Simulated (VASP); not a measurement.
Set up this calculation in VASP 6.6.1, as the native input.

| Quantity | Value |
| --- | --- |
| Task | single point |
| Functional | PBE |
| Potentials or basis | VASP PAW PBE potentials, release 64 (Si, C) |
| Cutoff | 520 eV |
| k mesh | 12 × 12 × 4 |
| Occupations | fermi-dirac, width 0.05 eV |
| Spin | no spin polarisation |
| Dipole correction | no |
| Further INCAR settings | ALGO = Normal; EDIFF = 1e-07; NBANDS = 16 |

The structure of SiC (Moissanite) lies in POSCAR:

```
SiC
1.0
    2.9970931567      0.0000000000      0.0000000000
   -1.4985465783      2.5955588092      0.0000000000
    0.0000000000      0.0000000000      4.9185065848
Si C
2 2
Direct
    0.3333333333      0.6666666667      0.0000000000
    0.6666666667      0.3333333333      0.5000000000
    0.3333333333      0.6666666667      0.3850000000
    0.6666666667      0.3333333333      0.8850000000
```

The input as run:

INCAR

```
SYSTEM = SiC
PREC = Accurate
ENCUT = 520
EDIFF = 1E-7
ISMEAR = -1
SIGMA = 0.05
LREAL = .False.
LASPH = .True.
NELM = 100
ALGO = Normal
ISIF = 2
LWAVE = .False.
LCHARG = .False.
GGA = PE
NBANDS = 16
```

KPOINTS

```
Automatic mesh
0
Gamma
  12 12 4
  0 0 0
```

Potentials or basis: VASP PAW PBE potentials, release 64 (Si, C).

Command:

```bash
$ cat potpaw_PBE.64/Si/POTCAR potpaw_PBE.64/C/POTCAR > POTCAR
$ mpirun -np 1 vasp_std > vasp.out
```

Results of the run:

```
Pressure               : 24.2 GPa
Largest force          : 0.882 eV/Å
Band gap on the k mesh : 2.17 eV, indirect (least direct gap 4.24 eV)
```

It took 21 s on 1 thread of Intel(R) Xeon(R) Platinum 8488C (Sapphire Rapids), on a shared host, peak memory 0.17 GiB.
